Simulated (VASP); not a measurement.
# TiBMoC2 (P6mm) in VASP: a series of runs, part 2 of 2

VASP 6.6.1.

## Step 3: Relaxation of cell and atoms, PBE

This run uses another cell than the first one, of 12.66 Å³/atom.

File INCAR:

```
SYSTEM = TiBMoC2
  PREC = Accurate
  ENCUT = 600
  EDIFF = 1E-6
  ISMEAR = 0
  SIGMA = 0.1
  LREAL = .False.
  LASPH = .True.
  NELM = 60
  ALGO = Normal
  ISIF = 3
  LWAVE = .False.
  LCHARG = .False.
  GGA = PE
  IBRION = 2
  NSW = 90
  EDIFFG = -0.04
```

File KPOINTS:

```
regular mesh
0
Gamma
  6 6 4
  0 0 0
```

File POSCAR:

```
TiBMoC2
1.0
    3.6524850700      0.0000000000      0.0000000000
   -1.8262425400      3.1631448600      0.0000000000
    0.0000000000      0.0000000000      5.4776991000
Ti B Mo C
1 1 1 2
Direct
    0.0000000000      0.0000000000      0.1678124600
    0.0000000000      0.0000000000      0.8976864900
    0.0000000000      0.0000000000      0.5309774100
    0.3333333300      0.6666666700      0.9292185500
    0.6666666700      0.3333333300      0.9292185500
```

Potentials or basis: VASP PAW PBE potentials, release 64 (Ti_sv, B, Mo_sv, C).

The run is started by

```sh
$ cat potpaw_PBE.64/Ti_sv/POTCAR potpaw_PBE.64/B/POTCAR potpaw_PBE.64/Mo_sv/POTCAR potpaw_PBE.64/C/POTCAR > POTCAR
$ mpirun -np 1 vasp_std > vasp.out
```

OUTCAR:

```text
SYSTEM = TiBMoC2
   PREC = Accurate
   ENCUT = 600
   EDIFF = 1E-6
   ISMEAR = 0
   LREAL = .False.
   LASPH = .True.
   NELM = 60
   ISIF = 3
   GGA = PE
   IBRION = 2
   NSW = 90
   EDIFFG = -0.04

 ion  position               nearest neighbor table
   1  0.000  0.000  0.168-   2 1.48   3 1.99   4 2.48   5 2.48   5 2.48   4 2.48   5 2.48   4 2.48

   2  0.000  0.000  0.898-   1 1.48   3 2.01   4 2.12   5 2.12   5 2.12   4 2.12   5 2.12   4 2.12

   3  0.000  0.000  0.531-   1 1.99   2 2.01
   4  0.333  0.667  0.929-   2 2.12   2 2.12   2 2.12   1 2.48   1 2.48   1 2.48
   5  0.667  0.333  0.929-   2 2.12   2 2.12   2 2.12   1 2.48   1 2.48   1 2.48

  LATTYP: Found a hexagonal cell.
 ALAT       =     3.6524850700
 C/A-ratio  =     1.4997184095

  Lattice vectors:

 A1 = (   3.6524850700,   0.0000000000,   0.0000000000)
 A2 = (  -1.8262425400,   3.1631448600,   0.0000000000)
 A3 = (   0.0000000000,   0.0000000000,   5.4776991000)

Analysis of symmetry for initial positions (statically):
=====================================================================
 Subroutine PRICEL returns:
 Original cell was already a primitive cell.

 Routine SETGRP: Setting up the symmetry group for a
 hexagonal supercell.

 Subroutine GETGRP returns: Found 12 space group operations
 (whereof 12 operations were pure point group operations)
 out of a pool of 24 trial point group operations.

The static configuration has the point symmetry C_6v.

Analysis of symmetry for dynamics (positions and initial velocities):
=====================================================================
 Subroutine PRICEL returns:
 Original cell was already a primitive cell.

 Routine SETGRP: Setting up the symmetry group for a
 hexagonal supercell.

 Subroutine GETGRP returns: Found 12 space group operations
 (whereof 12 operations were pure point group operations)
 out of a pool of 24 trial point group operations.

The dynamic configuration has the point symmetry C_6v.

 Subroutine INISYM returns: Found 12 space group operations
[... 134 lines left out ...]
  volume of cell :       63.29
 maximum number of plane-waves:      2146
 NGX is ok and might be reduce to    30
   NGX = 15   NGY = 15   NGZ = 21

--------------------------------------- Ionic step        1  -------------------------------------------

 number of electron      36.9999999 magnetization

 Free energy of the ion-electron system (eV)
  ---------------------------------------------------
  ext. energy  EPLUGINS =         0.00000000
  ---------------------------------------------------
  free energy    TOTEN  =       -26.88037886 eV

  energy without entropy =      -26.85423464  energy(sigma->0) =      -26.86730675

------------------------ aborting loop because EDIFF is reached ----------------------------------------

  FORCE on cell =-STRESS in cart. coord.  units (eV):
  Direction    XX          YY          ZZ          XY          YZ          ZX
  --------------------------------------------------------------------------------------
  -------------------------------------------------------------------------------------
  Total       -9.4068904     -9.4068904     39.6046953      0.0000000      0.0000000     -0.0000000
  in kB     -238.1502063   -238.1502067   1002.6550751      0.0000004      0.0000000     -0.0000000
  external PRESSURE =     175.4515540 kB  Pullay stress =       0.0000000 kB
[... 98 lines left out ...]
  FREE ENERGIE OF THE ION-ELECTRON SYSTEM (eV)
  ---------------------------------------------------
  free  energy   TOTEN  =       -27.7867252080 eV

  energy  without entropy=      -27.7554294650  energy(sigma->0) =      -27.77107734

 E-fermi :  10.7420     XC(G=0): -12.7490

 val. band max:       10.7400653024   @ k =   0.3333   0.1667   0.5000
 cond. band min:      10.7758078870   @ k =   0.1667   0.0000   0.0000
 fundamental gap:      0.0357425845
 Fermi energy:        10.7419551736

 k-point     1 :       0.0000    0.0000    0.0000
  band No.  band energies     occupation
      1     -50.0053      2.00000
      2     -46.3201      2.00000
      3     -24.4732      2.00000
      4     -23.5758      2.00000
      5     -23.5758      2.00000
      6     -22.7276      2.00000
[... 514 lines left out ...]
     21      11.7563      0.00000
     22      14.0515      0.00000

[... ionic steps 4 to 22 ...]

--------------------------------------- Ionic step       23  -------------------------------------------

 number of electron      37.0000001 magnetization

------------------------ aborting loop because EDIFF is reached ----------------------------------------
[... 73 lines left out ...]
--------------------------------------- Ionic step       25  -------------------------------------------

 number of electron      37.0000001 magnetization

 Free energy of the ion-electron system (eV)
  ---------------------------------------------------
  ext. energy  EPLUGINS =         0.00000000
  ---------------------------------------------------
  free energy    TOTEN  =       -35.77032736 eV

  energy without entropy =      -35.75386037  energy(sigma->0) =      -35.76209386

 E-fermi :   9.8736     XC(G=0): -12.4378

 val. band max:        9.8120503875   @ k =   0.3333   0.1667   0.2500
 cond. band min:       9.9195881845   @ k =   0.1667   0.1667   0.0000
 fundamental gap:      0.1075377970
 Fermi energy:         9.8736370501

 k-point     1 :       0.0000    0.0000    0.0000
  band No.  band energies     occupation
      1     -50.9181      2.00000
      2     -47.1456      2.00000
      3     -25.2636      2.00000
      4     -24.4764      2.00000
      5     -24.4764      2.00000
      6     -23.5291      2.00000
[... 546 lines left out ...]
  FREE ENERGIE OF THE ION-ELECTRON SYSTEM (eV)
  ---------------------------------------------------
  free  energy   TOTEN  =       -35.7703273619 eV

  energy  without entropy=      -35.7538603672  energy(sigma->0) =      -35.76209386

 reached required accuracy - stopping structural energy minimisation
```

It took 20 min on 1 thread of Intel Xeon 8259CL, shared host; peak memory 0.25 GiB.

Results:

```yaml
Free_energy: -35.7703 eV
Relaxed_volume: 10.50 Å³/atom
Relaxed_cell: a = 2.902 Å, b = 2.902 Å, c = 7.203 Å, α = 90.00°, β = 90.00°, γ = 120.00°
Space_group_after_relaxing_to_0.1_Å: P6mm (No. 183)
Energy_gained_by_relaxing: 1778.0 meV/atom
Ionic_steps: 25
Pressure_after_relaxing: -0.1 GPa
Largest_force_after_relaxing: 0.015 eV/Å
Band_gap_on_the_k_mesh: zero (an odd number of electrons rules out a gap without spin polarisation)
```

Forces in eV/Å, atoms in the order of the input:
```
Ti   0.000  0.000 -0.008
B    0.000  0.000  0.015
Mo   0.000  0.000  0.012
C    0.000  0.000 -0.009
C    0.000  0.000 -0.009
```

Step by step:
| step | energy change (eV) | largest force (eV/Å) | pressure (GPa) | volume (Å³) |
| --- | --- | --- | --- | --- |
| 1 | 0.0000 | 16.3531 | 17.55 | 63.29 |
| 2 | 1.1927 | 27.0258 | 12.24 | 72.31 |
| 3 | -0.9063 | 19.0468 | 5.24 | 71.09 |
| 4 | -2.0238 | 15.8261 | 1.71 | 70.17 |
| 5 | -4.0397 | 9.7480 | -0.92 | 67.15 |
| 6 | -4.0591 | 5.2173 | 3.50 | 65.32 |
| 7 | -4.1480 | 8.3714 | 0.44 | 66.44 |
| 8 | -6.2594 | 2.1653 | -22.31 | 67.34 |
| 9 | -6.3959 | 1.7684 | -22.48 | 67.70 |
| 10 | -7.8688 | 2.8020 | -4.86 | 54.61 |
| 11 | -7.9274 | 2.9648 | 3.70 | 51.74 |
| 12 | -8.4863 | 1.3178 | 10.23 | 49.97 |
| 13 | -8.5489 | 1.0510 | 15.35 | 49.21 |
| 14 | -8.8157 | 1.4918 | 1.92 | 53.01 |
| 15 | -8.8182 | 1.3905 | 2.88 | 52.67 |
| 16 | -8.8688 | 0.2647 | -2.40 | 53.45 |
| 17 | -8.8723 | 0.2644 | -1.27 | 53.36 |
| 18 | -8.8723 | 0.2677 | -1.17 | 53.34 |
| 19 | -8.8790 | 0.2056 | -0.44 | 52.98 |
| 20 | -8.8843 | 0.1047 | 1.09 | 52.29 |
| 21 | -8.8882 | 0.1040 | 0.11 | 52.47 |
| 22 | -8.8884 | 0.1442 | -0.19 | 52.52 |
| 23 | -8.8897 | 0.0669 | 0.00 | 52.49 |
| 24 | -8.8898 | 0.0411 | 0.10 | 52.47 |
| 25 | -8.8899 | 0.0146 | -0.08 | 52.52 |

Final structure:
```cif
data_structure
_symmetry_space_group_name_H-M 'P 1'
_symmetry_Int_Tables_number 1
_cell_length_a 2.9017
_cell_length_b 2.9017
_cell_length_c 7.2027
_cell_angle_alpha 90.000
_cell_angle_beta 90.000
_cell_angle_gamma 120.000
_cell_volume 52.52
loop_
_atom_site_label
_atom_site_type_symbol
_atom_site_fract_x
_atom_site_fract_y
_atom_site_fract_z
_atom_site_occupancy
Ti1 Ti 0.00000 0.00000 0.17001 1
B1 B 0.00000 0.00000 0.83051 1
Mo1 Mo 0.00000 0.00000 0.52292 1
C1 C 0.33333 0.66667 0.96573 1
C2 C 0.66667 0.33333 0.96573 1
```

Levels at points of the mesh, in eV from the Fermi level:
| k point | band 15 | band 16 | band 17 | band 18 | band 19 | band 20 | band 21 | band 22 |
| --- | --- | --- | --- | --- | --- | --- | --- | --- |
| (0.00, 0.00, 0.00) | -2.06 | -2.06 | -1.66 | -0.56 | -0.13 | -0.13 | 0.95 | 0.95 |
| (0.50, 0.00, 0.00) | -2.99 | -2.69 | -1.99 | 0.48 | 0.62 | 0.64 | 1.67 | 2.46 |
| (0.00, 0.00, 0.50) | -2.29 | -1.99 | -1.99 | -0.15 | -0.15 | 0.16 | 0.28 | 0.98 |
| (0.50, 0.00, 0.50) | -3.05 | -2.84 | -1.33 | 0.18 | 0.30 | 0.70 | 2.46 | 2.61 |

Caveat: the volume moved by over 15 % at a fixed basis, so the end points are rough; an odd number of electrons without spin polarisation forces a metal; a magnetic or distorted state may lie lower.

The gap in the log of VASP goes by the Fermi energy; the results here count the filled bands.